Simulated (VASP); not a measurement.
A run of VASP 6.6.1 is set up as follows.

Contents of INCAR:

```
  PREC = Accurate
  ENCUT = 520
  EDIFF = 1E-7
  ISMEAR = 0
  SIGMA = 0.15
  LREAL = F
  LASPH = T
  NELM = 80
  ALGO = Fast
  ISIF = 2
  LWAVE = F
  LCHARG = F
  GGA = PS
  NBANDS = 17
```

The input KPOINTS:

```
Automatic mesh
0
Gamma
  12 12 8
```

POSCAR

```
Sr
1.0
    4.3100002207      0.0000000000      0.0215500011
   -2.1550001104      3.7325696814     -0.0107750006
    0.0352500000      0.0000000000      7.0500000000
Sr
2
Direct
    0.3333333333      0.6666666667      0.2500000000
    0.6666666667      0.3333333333      0.7500000000
```

Potentials or basis: VASP PAW PBE potentials, release 64 (Sr_sv).

Run with:

```bash
$ cat potpaw_PBE.64/Sr_sv/POTCAR > POTCAR
$ mpirun -np 1 vasp_std > vasp.out
```

(1) Predict the pressure.

(2) Estimate the band gap on the k mesh.

## Answers

(1) -0.8 GPa.

(2) zero (bands 10 and 11 overlap by 0.29 eV).

Caveat: the cell differs from its parent crystal (strain +0.0100 x Voigt [0, 0, 0, 0, 1, 0]); the PAW data sets were made with another functional, which shifts forces and pressure a little.
